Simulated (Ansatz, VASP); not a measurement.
Given: the input of a run of Ansatz 0.2.0 on GaAs.

The input input.yaml:

```yaml
crystal:
  lattice:
    - [0.0, 2.82685, 2.82685]
    - [2.82685, 0.0, 2.82685]
    - [2.82685, 2.82685, 0.0]
  atoms:
    - { symbol: As, position: [0.75, 0.75, 0.75] }
    - { symbol: Ga, position: [0.0, 0.0, 0.0] }
kpoints:
  mp_grid: { grid: [8, 8, 8] }
scf:
  occupations: { method: fermi_dirac, width: 0.05 }
hamiltonian:
  xc: revpbe
  pseudopotentials: { kind: all_electron, lapw: { basis_error: 0.001 } }
output:
  forces: true
  stress: true
relax:
  f_tol: 0.005
  max_steps: 60
  cell: {}
```

Potentials or basis: all-electron LAPW, scalar-relativistic.

Command:

```console
$ ansatz run input.yaml --threads 1 --pin off --max-ram 3072MiB --backend cpu --events-out ev --progress --plain --runs-dir out
```

Q: Set up the same calculation for VASP 6.6.1. Potentials there: VASP PAW PBE potentials, release 64 (As, Ga_d).

A: As run (the cutoff follows the program's own potentials):

File INCAR:

```
SYSTEM = GaAs
  ALGO = Normal
  EDIFF = 1E-6
  EDIFFG = -0.005
  ENCUT = 600
  GGA = RE
  IBRION = 2
  ISIF = 3
  ISMEAR = -1
  LASPH = .TRUE.
  LCHARG = .FALSE.
  LREAL = .FALSE.
  LWAVE = .FALSE.
  NELM = 60
  NSW = 80
  PREC = Accurate
  SIGMA = 0.05
```

The input KPOINTS:

```
k-points
0
G
  8 8 8
  0 0 0
```

The input POSCAR:

```
GaAs
1.0
    0.0000000000      2.8268500000      2.8268500000
    2.8268500000      0.0000000000      2.8268500000
    2.8268500000      2.8268500000      0.0000000000
As Ga
1 1
Direct
    0.7500000000      0.7500000000      0.7500000000
    0.0000000000      0.0000000000      0.0000000000
```

Potentials or basis: VASP PAW PBE potentials, release 64 (As, Ga_d).

Run with:

```sh
$ cat potpaw_PBE.64/As/POTCAR potpaw_PBE.64/Ga_d/POTCAR > POTCAR
$ mpirun -np 1 vasp_std > vasp.out
```

Both were run:

|  | VASP | Ansatz | Ansatz less VASP |
| --- | --- | --- | --- |
| relaxed volume (Å³/atom) | 24.30 | 24.23 | -0.064 |
| relaxed cell length with the largest relative difference (Å) | 4.096 | 4.092 | -0.0036 |

VASP's potentials were made for PBE, not for revPBE. Ansatz ran all-electron here, and VASP with PAW potentials.
